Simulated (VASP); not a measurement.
Here is a VASP 6.6.1 calculation.

Contents of INCAR:

```
PREC = Accurate ; ENCUT = 500
EDIFF = 1E-6 ; ISMEAR = 0
SIGMA = 0.2 ; LREAL = F
LASPH = T ; NELM = 200
ALGO = Normal ; ISIF = 2
LWAVE = F ; LCHARG = T
GGA = PE ; LELF = T
LVHAR = T ; NBANDS = 36
GGA_COMPAT = F ; LMAXMIX = 6
```

Contents of KPOINTS:

```
Automatic mesh
0
Gamma
  4 4 4
```

Contents of POSCAR:

```
PrHRh3
1.0
    2.9450139919     -2.9517749165      0.0000000000
    2.9450139919      2.9517749165      0.0000000000
    0.0000000000      0.0000000000      4.1723495806
Pr H Rh
1 1 3
Direct
    0.5000000000      0.5000000000      0.0000000000
    0.0000000000      0.0000000000      0.5000000000
    0.0000000000      0.0000000000      0.0000000000
    0.0000000000      0.5000000000      0.5000000000
    0.5000000000      0.0000000000      0.5000000000
```

Potentials or basis: VASP PAW PBE potentials, release 64 (Pr_3, H, Rh_pv), 4f in core.

The run is started by

```bash
$ cat potpaw_PBE.64/Pr_3/POTCAR potpaw_PBE.64/H/POTCAR potpaw_PBE.64/Rh_pv/POTCAR > POTCAR
$ mpirun -np 1 vasp_std > vasp.out
```

Question: Estimate the pressure.

Answer: -0.4 GPa.

Question: Predict the band gap on the k mesh.

Answer: Zero (an odd number of electrons rules out a gap without spin polarisation).

Stress tensor (GPa, compression positive):
```
-0.19  0.00  0.00
 0.00 -0.57  0.00
 0.00  0.00 -0.44
```

Caveat: the k points lie up to 0.38 Å⁻¹ apart, too coarse for converged energies and pressures of a metal; spin-orbit coupling is left out, which moves the levels of the heavy elements; the 4f electrons are frozen in the core, so they carry no moment and show no levels. Spin polarisation is off, so any magnetic state and its effect on volume and gap are missing.
